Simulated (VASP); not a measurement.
Wanted: the native input for a VASP 6.6.1 run.

```yaml
Task: single point
Functional: PBE
Potentials_or_basis: VASP PAW PBE potentials, release 64 (Pb_d, I)
Cutoff: 500 eV
k_mesh: 11 × 11 × 6
Occupations: fermi-dirac, width 0.03 eV
Spin: no spin polarisation
Dipole_correction: no
Further_INCAR_settings: ALGO = Normal; EDIFF = 1e-06; NBANDS = 21
```

The structure of PbI2 (CdI2 type) lies in POSCAR:

```
PbI2
1.0
    4.6772877255      0.0000000000      0.0000000000
   -2.3386438628      4.0506499911      0.0000000000
    0.0000000000      0.0000000000      7.8496382030
Pb I
1 2
Direct
    0.0000000000      0.0000000000      0.0000000000
    0.3333333333      0.6666666667      0.2366177030
    0.6666666667      0.3333333333      0.7633822970
```

One way to write it, as run:

INCAR

```
ALGO = Normal
EDIFF = 1E-6
ENCUT = 500
GGA = PE
GGA_COMPAT = False
ISIF = 2
ISMEAR = -1
LASPH = True
LCHARG = False
LREAL = False
LWAVE = False
NBANDS = 21
NELM = 120
PREC = Accurate
SIGMA = 0.03
```

KPOINTS

```
k-points
0
Gamma
  11 11 6
```

Potentials or basis: VASP PAW PBE potentials, release 64 (Pb_d, I).

Run with:

```console
$ cat potpaw_PBE.64/Pb_d/POTCAR potpaw_PBE.64/I/POTCAR > POTCAR
$ mpirun -np 1 vasp_std > vasp.out
```

Results of the run:

```json
{"Pressure": "0.0 GPa", "Band gap on the k mesh": "2.43 eV (least direct gap 2.56 eV)"}
```

Caveat: spin-orbit coupling is left out, which moves the levels of the heavy elements; this functional lacks dispersion, which binds layers or chains, so the pressure and a relaxed spacing across them are unreliable.

Run time: 2 min on 1 thread of AMD EPYC 9R45 96-Core Processor (Zen 5), on a shared host, peak memory 0.39 GiB.
